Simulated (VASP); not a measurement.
# Sb (Fd-3m) in VASP: notebook, part 2 of 2

VASP 6.6.1. The steps go on from the part before.

### Step 3. Relaxation of cell and atoms, PBE

This run uses another cell than the first one, of 42.59 Å³/atom, 0.982 times its volume.

Input file INCAR:

```
ALGO     = Normal         # electronic algorithm
EDIFF    = 1E-6           # SCF threshold, eV
EDIFFG   = -0.005         # ionic threshold
ENCUT    = 600            # plane-wave cutoff, eV
GGA      = PE             # functional
IBRION   = 2              # ionic algorithm
ISIF     = 3              # what is computed and relaxed
ISMEAR   = -1             # smearing method
LASPH    = True           # aspherical terms in the spheres
LCHARG   = False          # write CHGCAR
LREAL    = False          # projectors in reciprocal space
LWAVE    = False          # write WAVECAR
NELM     = 60             # most SCF steps
NSW      = 45             # ionic steps
PREC     = Accurate       # precision mode
SIGMA    = 0.05           # smearing width, eV
```

Input file KPOINTS:

```
k-points
0
Gamma
  11 11 11
```

Input file POSCAR:

```
Sb
1.0
    0.0000000000      3.4921930505      3.4921930505
    3.4921930505      0.0000000000      3.4921930505
    3.4921930505      3.4921930505      0.0000000000
Sb
2
Direct
   -0.1250000000     -0.1250000000     -0.1250000000
    0.1250000000      0.1250000000      0.1250000000
```

Potentials or basis: VASP PAW PBE potentials, release 64 (Sb).

Run with:

```sh
> cat potpaw_PBE.64/Sb/POTCAR > POTCAR
> mpirun -np 1 vasp_std > vasp.out
```

OUTCAR:

```text
EDIFF = 1E-6
   EDIFFG = -0.005
   ENCUT = 600
   GGA = PE
   IBRION = 2
   ISIF = 3
   ISMEAR = -1
   LASPH = True
   LREAL = False
   NELM = 60
   NSW = 45
   PREC = Accurate

 ion  position               nearest neighbor table
   1  0.875  0.875  0.875-   2 3.02   2 3.02   2 3.02   2 3.02
   2  0.125  0.125  0.125-   1 3.02   1 3.02   1 3.02   1 3.02

  LATTYP: Found a face centered cubic cell.
 ALAT       =     6.9843861010

  Lattice vectors:

 A1 = (   0.0000000000,   3.4921930505,   3.4921930505)
 A2 = (   3.4921930505,   0.0000000000,   3.4921930505)
 A3 = (   3.4921930505,   3.4921930505,   0.0000000000)

Analysis of symmetry for initial positions (statically):
=====================================================================
 Subroutine PRICEL returns:
 Original cell was already a primitive cell.

 Routine SETGRP: Setting up the symmetry group for a
 face centered cubic supercell.

 Subroutine GETGRP returns: Found 48 space group operations
 (whereof 12 operations were pure point group operations)
 out of a pool of 48 trial point group operations.

The static configuration has the point symmetry D_3d.
 The point group associated with its full space group is O_h .

Analysis of symmetry for dynamics (positions and initial velocities):
=====================================================================
 Subroutine PRICEL returns:
 Original cell was already a primitive cell.

 Routine SETGRP: Setting up the symmetry group for a
 face centered cubic supercell.

 Subroutine GETGRP returns: Found 48 space group operations
 (whereof 12 operations were pure point group operations)
 out of a pool of 48 trial point group operations.

The dynamic configuration has the point symmetry D_3d.
 The point group associated with its full space group is O_h .

 Subroutine INISYM returns: Found 48 space group operations
 (whereof 12 operations are pure point group operations),
 and found     1 'primitive' translations

----------------------------------------------------------------------------------------

                                     Primitive cell

  volume of cell :      85.1775

  direct lattice vectors                    reciprocal lattice vectors
     0.000000000  3.492193051  3.492193051    -0.143176506  0.143176506  0.143176506
     3.492193051  0.000000000  3.492193051     0.143176506 -0.143176506  0.143176506
     3.492193051  3.492193051  0.000000000     0.143176506  0.143176506 -0.143176506

  length of vectors
     4.938706774  4.938706774  4.938706774     0.247988983  0.247988983  0.247988983

  position of ions in fractional coordinates (direct lattice)
     0.875000000  0.875000000  0.875000000
     0.125000000  0.125000000  0.125000000

  ion indices of the primitive-cell ions
   primitive index   ion index
                 1           1
                 2           2

----------------------------------------------------------------------------------------

 KPOINTS: k-points

Automatic generation of k-mesh.
 Grid dimensions read from file:
 generate k-points for:   11   11   11

 Generating k-lattice:

  Cartesian coordinates                     Fractional coordinates (reciprocal lattice)
    -0.013016046  0.013016046  0.013016046     0.090909091  0.000000000  0.000000000
     0.013016046 -0.013016046  0.013016046     0.000000000  0.090909091  0.000000000
     0.013016046  0.013016046 -0.013016046     0.000000000  0.000000000  0.090909091

  Length of vectors
     0.022544453  0.022544453  0.022544453

  Shift w.r.t. Gamma in fractional coordinates (k-lattice)
     0.000000000  0.000000000  0.000000000

 Subroutine IBZKPT returns following result:
 ===========================================

 Found     56 irreducible k-points:

 Following reciprocal coordinates:
            Coordinates               Weight
  0.000000  0.000000  0.000000      1.000000
  0.090909  0.000000  0.000000      8.000000
  0.181818  0.000000  0.000000      8.000000
  0.272727  0.000000  0.000000      8.000000
  0.363636  0.000000  0.000000      8.000000
  0.454545  0.000000  0.000000      8.000000
[... 16 lines left out ...]
 -0.272727  0.181818  0.000000     24.000000
 -0.181818  0.181818  0.000000     12.000000
 [... further k-points ...]
   k-points           NKPTS =     56   k-points in BZ     NKDIM =     56   number of bands    NBANDS=      9
   number of dos      NEDOS =    301   number of ions     NIONS =      2
   total plane-waves  NPLWV =  64000
   dimension x,y,z NGX =    40 NGY =   40 NGZ =   40
   dimension x,y,z NGXF=    80 NGYF=   80 NGZF=   80
   ions per type =               2
   NGX,Y,Z   is equivalent  to a cutoff of  13.46, 13.46, 13.46 a.u.
   NGXF,Y,Z  is equivalent  to a cutoff of  26.93, 26.93, 26.93 a.u.
 SYSTEM =  unknown system
   PREC   = accura    normal or accurate (medium, high low for compatibility)
   ISTART =      0    job   : 0-new  1-cont  2-samecut
   ICHARG =      2    charge: 1-file 2-atom 10-const
   ISPIN  =      1    spin polarized calculation?
   LNONCOLLINEAR =      F non collinear calculations
   LSORBIT =      F    spin-orbit coupling
   LASPH  =      T    aspherical Exc in radial PAW
   ENCUT  =  600.0 eV  44.10 Ry    6.64 a.u.   9.86  9.86  9.86*2*pi/ulx,y,z
   NELM   =     60;   NELMIN=  2; NELMDL= -5     # of ELM steps
   EDIFF  = 0.1E-05   stopping-criterion for ELM
   LREAL  =      F    real-space projection
   EDIFFG = -.5E-02   stopping-criterion for IOM
   NSW    =     45    number of steps for IOM
   IBRION =      2    ionic relax: 0-MD 1-quasi-New 2-CG
   NFREE  =      1    steps in history (QN), initial steepest desc. (CG)
   ISIF   =      3    stress and relaxation
   ISYM   =      2    0-nonsym 1-usesym 2-fastsym
   POTIM  = 0.5000    time-step for ionic-motion
   TEBEG  =    0.0;   TEEND  =   0.0 temperature during run
   PSTRESS=    0.0 pullay stress
   NELECT =      10.0000    total number of electrons
   NUPDOWN=      -1.0000    fix difference up-down
   EMIN   =  10.00;   EMAX   =-10.00  energy-range for DOS
   EFERMI =   0.00;   METHOD = LEGACY
   ISMEAR =    -1;   SIGMA  =   0.05  broadening in eV -4-tet -1-fermi 0-gaus
   EFERMI_NEDOS =   21; number of points for ismear=-14 and -15
   IALGO  =     38    algorithm
   IMIX   =      4    mixing-type and parameters
     AMIX     =   0.40;   BMIX     =  1.00
     AMIX_MAG =   1.60;   BMIX_MAG =  1.00
  volume/ion in A,a.u.               =      42.59       287.40
  Fermi-wavevector in a.u.,A,eV,Ry     =   0.801616  1.514835  8.742952  0.642589
  Thomas-Fermi vector in A             =   1.909137
   LORBIT       =      0    0 simple, 1 ext, 2 COOP (PROOUT), +10 PAW based schemes
   GGA     = PE    functional components
   LHFCALC =     F    Hartree Fock is set to
   AEXX    =    0.0000 exact exchange contribution
   IVDW    =     0    specifies the selected vdW correction
   LEPSILON=     F    determine dielectric tensor
   LRPA    =     F    only Hartree local field effects (RPA)
 conjugate gradient relaxation of ions
 non-spin polarized calculation
  energy-cutoff  :      600.00
  volume of cell :       85.18
 maximum number of plane-waves:      2858
   NGX = 19   NGY = 19   NGZ = 19

 number of electron      10.0000000 magnetization

 number of electron       9.9999999 magnetization

 Free energy of the ion-electron system (eV)
  ---------------------------------------------------
  ext. energy  EPLUGINS =         0.00000000
  ---------------------------------------------------
  free energy    TOTEN  =        -7.66812154 eV

  energy without entropy =       -7.65735483  energy(sigma->0) =       -7.66273818

 E-fermi :   3.8321     XC(G=0):  -7.8711

 val. band max:        3.8225485390   @ k =  -0.4545   0.3636   0.1818
 cond. band min:       3.8819596430   @ k =   0.1818   0.1818   0.0000
 fundamental gap:      0.0594111040
 Fermi energy:         3.8320917746

 k-point     1 :       0.0000    0.0000    0.0000
  band No.  band energies     occupation
      1      -7.5560      2.00000
      2      -1.4919      2.00000
      3       2.1265      2.00000
      4       2.1265      2.00000
      5       2.1265      2.00000
      6       4.4116      0.00002
      7       4.4116      0.00002
      8       4.4116      0.00002
      9       7.8397      0.00000
[... 265 lines left out ...]
 k-point    24 :      -0.1818    0.1818    0.0000
  band No.  band energies     occupation
      1      -6.9854      2.00000
      2      -3.1939      2.00000
      3       0.7842      2.00000
      4       1.6744      2.00000
      5       2.7412      2.00000
      6       5.1079      0.00000
      7       5.1340      0.00000
      8       6.0238      0.00000
      9       9.0788      0.00000

 [... further k-points ...]
[... 5 lines left out ...]
  --------------------------------------------------------------------------------------
  -------------------------------------------------------------------------------------
  Total        0.0069973      0.0069973      0.0069973     -0.0000000      0.0000000      0.0000000
  in kB        0.1316177      0.1316177      0.1316177     -0.0000000      0.0000000      0.0000000
  external PRESSURE =       0.1316177 kB  Pullay stress =       0.0000000 kB

 VOLUME and BASIS-vectors are now :
 -----------------------------------------------------------------------------
  energy-cutoff  :      600.00
  volume of cell :       85.18
      direct lattice vectors                 reciprocal lattice vectors
     0.000000000  3.492193051  3.492193051    -0.143176506  0.143176506  0.143176506
     3.492193051  0.000000000  3.492193051     0.143176506 -0.143176506  0.143176506
     3.492193051  3.492193051  0.000000000     0.143176506  0.143176506 -0.143176506

 POSITION                                       TOTAL-FORCE (eV/Angst)
 -----------------------------------------------------------------------------------
      6.11134      6.11134      6.11134         0.000000     -0.000000     -0.000000
      0.87305      0.87305      0.87305        -0.000000      0.000000      0.000000
 -----------------------------------------------------------------------------------
    total drift:                                0.000000     -0.000000     -0.000000

  FREE ENERGIE OF THE ION-ELECTRON SYSTEM (eV)
  ---------------------------------------------------
  free  energy   TOTEN  =        -7.6681215356 eV

  energy  without entropy=       -7.6573548303  energy(sigma->0) =       -7.66273818

 reached required accuracy - stopping structural energy minimisation
```

Wall time 28 s (1 thread of Intel Xeon Platinum 8488C (Sapphire Rapids), shared host); peak memory 0.25 GiB.

What came out:

```yaml
Free_energy: -7.6681 eV
Pressure_after_relaxing: 0.0 GPa
Band_gap_on_the_k_mesh: zero (band 5 reaches 4.26 eV, above the bottom of band 6 at 3.50 eV)
```

Final structure:
```
CELL_PARAMETERS angstrom
0.00000 3.49219 3.49219
3.49219 0.00000 3.49219
3.49219 3.49219 0.00000
ATOMIC_POSITIONS crystal
Sb 0.87500 0.87500 0.87500
Sb 0.12500 0.12500 0.12500
```

Caveat: the relaxation stopped at its first step, so nothing moved; spin-orbit coupling is left out, which moves the levels of the heavy elements.
